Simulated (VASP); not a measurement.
A run of VASP 6.6.1 is set up as follows.

INCAR

```
PREC = Accurate
ENCUT = 520
EDIFF = 1E-7
ISMEAR = 0
SIGMA = 0.05
LREAL = False
LASPH = True
NELM = 60
ALGO = Normal
ISIF = 2
LWAVE = False
LCHARG = True
GGA = CA
LELF = True
LVHAR = True
NBANDS = 46
```

Contents of KPOINTS:

```
Automatic mesh
0
Gamma
  6 6 2
```

The input POSCAR:

```
ZnS
1.0
    3.7418546051      0.0000000000      0.0000000000
   -1.8709273026      3.2405411453      0.0000000000
    0.0000000000      0.0000000000     12.2586683531
Zn S
4 4
Direct
   -0.0018364492     -0.0040806724     -0.0008921912
   -0.0018364492     -0.0040806724      0.4991078088
    0.3314968842      0.6625859942      0.2489782326
    0.6648302175      0.3292526609      0.7489782326
   -0.0018364492     -0.0040806724      0.1861066439
    0.0128551441      0.0285647070      0.6947672360
    0.3314968842      0.6625859942      0.4364770187
    0.6648302175      0.3292526609      0.9364770187
```

Potentials or basis: VASP PAW LDA potentials, release 64 (Zn, S).

Run with:

```bash
$ cat potpaw_LDA.64/Zn/POTCAR potpaw_LDA.64/S/POTCAR > POTCAR
$ mpirun -np 1 vasp_std > vasp.out
```

Problem. What does it give for the band gap on the k mesh?

Solution. 2.16 eV.

Problem. Predict the pressure.

Solution. 0.5 GPa.

Forces on the atoms (eV/Å):
```
Zn   0.000  0.004 -0.051
Zn  -0.002  0.038  0.436
Zn   0.000  0.006 -0.074
Zn  -0.068  0.718  0.341
S    0.000  0.002  0.074
S    0.075 -0.834 -1.102
S   -0.002  0.037  0.173
S   -0.002  0.030  0.202
```

Caveat: the cell differs from its parent crystal (atom 6 moved 0.15 Å); forces of over 1 eV/Å act on the atoms, so gaps and moduli don't describe the material at rest.
